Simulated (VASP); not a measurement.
FePt:

```
Fe Pt
1.0
     2.99509    0.00000    0.00000
     0.00000    2.99509    0.00000
     0.00000    0.00000    2.99509
Fe Pt
1 1
Direct
  0.00000 0.00000 0.00000
  0.50000 0.50000 0.50000
```

- Program: VASP 6.6.1
- Task: relaxation of cell and atoms
- Functional: PBE
- Potentials or basis: VASP PAW PBE potentials, release 64 (Fe_sv, Pt_sv_GW)
- Cutoff: 690 eV
- k mesh: 6 × 6 × 6
- Occupations: gaussian, width 0.1 eV
- Spin: collinear spin, ferromagnetic start
- Starting moments: [3.33, 0.42] μB

At the start: pressure 13.6 GPa; volume 13.43 Å³/atom.

Task: Where does the relaxation end?

Result: Over 3 steps the energy falls by 33.5 meV/atom and the volume is 14.30 Å³/atom (+6.5 %); space group Pm-3m (No. 221, to 0.1 Å) before and after; moment 3.55 μB per cell.

The path:
```tsv
step	energy change (eV)	largest force (eV/Å)	pressure (GPa)	volume (Å³)
1	0.0000	0.0000	13.59	26.87
2	0.0900	0.0000	-15.42	31.55
3	-0.0669	0.0000	-0.36	28.61
```

Final structure:
```
Fe Pt
1.0
     3.05833    0.00000    0.00000
     0.00000    3.05833    0.00000
     0.00000    0.00000    3.05833
Fe Pt
1 1
Direct
  0.00000 0.00000 0.00000
  0.50000 0.50000 0.50000
```
